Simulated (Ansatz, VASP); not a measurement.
One calculation of In, two programs

```
CELL_PARAMETERS angstrom
-1.66029 -1.63684 2.33501
5.10717 -1.55262 2.49038
-1.57617 5.08442 2.52648
ATOMIC_POSITIONS crystal
In 0.00032 0.00001 0.99979
In 0.49938 0.50000 0.00021
In 0.49987 0.99998 0.49971
In 0.00042 0.50001 0.50029
```

Change from the starting cell: cell x4, atoms moved at random (sigma 0.1 Å) and cell strained at random (1.5 %), then relaxed without symmetry.

Alike in both runs: functional PBE; k mesh 6 × 4 × 4; occupations gaussian, width 0.2 eV; no spin polarisation.

Ansatz relaxed the structure, and its values are those at the end. VASP's run is a single point on that final structure, the one shown.

|  | VASP | Ansatz |
| --- | --- | --- |
| version | VASP 6.6.1 | Ansatz 0.2.0 |
| potentials or method | VASP PAW PBE potentials, release 64 (In_d), cutoff 520 eV | scalar-relativistic, plane waves, PAW |
| valence electrons in the cell | 52 | 52 |

```csv
,VASP,Ansatz,Ansatz less VASP
gap on the k mesh at the Fermi level (eV),none,none,-
pressure (GPa),0.0,0.0,+0.02
```

A gap of «none» marks a metal or a gap that the smearing closes.
